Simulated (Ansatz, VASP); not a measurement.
## Two plane-wave programs on CuO

The input POSCAR:

```
CuO
1.0
    2.2940437287     -1.6763657078      0.0000000000
    2.2940437287      1.6763657078      0.0000000000
   -0.8326750593      0.0000000000      4.9546185987
Cu O
2 2
Direct
    0.5000000000      0.0000000000      0.5000000000
    0.0000000000      0.5000000000      0.0000000000
    0.4184000000      0.5816000000      0.7500000000
    0.5816000000      0.4184000000      0.2500000000
```

The input INCAR.step1:

```
PREC = Accurate
ENCUT = 520
ISMEAR = -1
SIGMA = 0.05
LREAL = False
LASPH = True
NELM = 100
NBANDS = 25
GGA = PE
ALGO = Normal
EDIFF = 1E-4
LWAVE = True
LCHARG = False
```

INCAR.step2

```
PREC = Accurate
ENCUT = 520
EDIFF = 1E-6
ISMEAR = -1
SIGMA = 0.05
LREAL = False
LASPH = True
NELM = 100
ALGO = Normal
ISIF = 2
LWAVE = False
LCHARG = True
METAGGA = R2SCAN
LMIXTAU = True
LELF = True
LVHAR = True
NBANDS = 25
ISTART = 1
```

Contents of KPOINTS:

```
regular mesh
0
Gamma
  10 10 5
```

The input input.yaml:

```yaml
crystal:
  lattice:
    - [2.2940437287, -1.6763657078, 0.0]
    - [2.2940437287, 1.6763657078, 0.0]
    - [-0.8326750593, 0.0, 4.9546185987]
  atoms:
    - { symbol: Cu, position: [0.5, 0.0, 0.5] }
    - { symbol: Cu, position: [0.0, 0.5, 0.0] }
    - { symbol: O, position: [0.4184, 0.5816, 0.75] }
    - { symbol: O, position: [0.5816, 0.4184, 0.25] }
hamiltonian:
  xc: r2scan
  pseudopotentials: { kind: paw }
kpoints:
  mp_grid: { grid: [10, 10, 5] }
scf:
  occupations: { method: fermi_dirac, width: 0.05 }
output:
  forces: true
  stress: true
  eigenvalues: true
```

Alike in both runs: task single point; functional r2SCAN; k mesh 10 × 10 × 5; occupations fermi-dirac, width 0.05 eV; no spin polarisation.

|  | VASP | Ansatz |
| --- | --- | --- |
| version | VASP 6.6.1 | Ansatz 0.2.0 |
| potentials or method | VASP PAW PBE potentials, release 64 (Cu, O) | Ansatz PAW |
| plane-wave cutoff (eV) | 520 | 500 |
| valence electrons in the cell | 34 | 50 |

Ansatz gave:

```
gap on the k mesh at the Fermi level (eV)                     : none
pressure (GPa)                                                : 11.6
traceless stress, the component that is largest in VASP (GPa) : -2.29
rms of the force components (eV/Å)                            : 0.028
```

Q: What did VASP give for the same quantities?

A: gap on the k mesh at the Fermi level (eV): none; pressure (GPa): 12.9; traceless stress, the component that is largest in VASP (GPa): -2.42; rms of the force components (eV/Å): 0.008.

VASP's potentials were made for PBE, not for r2SCAN. Atom by atom the forces differ by 0.021 eV/Å (rms over components). A gap of «none» marks a metal or a gap that the smearing closes. VASP's potentials hold 34 valence electrons a cell and Ansatz's 50, so a difference there can come from the potentials and not from the codes.
